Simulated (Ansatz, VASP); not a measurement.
B in VASP and in Ansatz

```
CELL_PARAMETERS angstrom
3.24949 0.00068 0.00048
0.83901 4.26232 -0.00070
0.74489 1.45681 4.04616
ATOMIC_POSITIONS crystal
B 0.39807 0.51580 0.44677
B 0.94768 0.90669 0.88468
B 0.39353 0.12025 0.83636
B 0.18181 0.51245 0.85285
B 0.95771 0.51975 0.24402
B 0.61745 0.90360 0.22471
B 0.25968 0.90057 0.54650
B 0.74407 0.12089 0.46411
```

Change from the starting cell: the structure that the rattled beta-tungsten (A15) type (Pm-3n, No. 223) fell into.

Alike in both runs: functional PBE; k mesh 12 × 10 × 10; occupations gaussian, width 0.1 eV; no spin polarisation.

Ansatz relaxed the structure, and its values are those at the end. VASP's run is a single point on that final structure, the one shown.

|  | VASP | Ansatz |
| --- | --- | --- |
| version | VASP 6.6.1 | Ansatz 0.2.0 |
| potentials or method | VASP PAW PBE potentials, release 64 (B), cutoff 520 eV | scalar-relativistic, plane waves, PAW |
| valence electrons in the cell | 24 | 24 |

```tsv
	VASP	Ansatz	Ansatz less VASP
gap on the k mesh at the Fermi level (eV)	none	none	-
pressure (GPa)	0.0	0.0	-0.01
```

A gap of «none» marks a metal or a gap that the smearing closes.
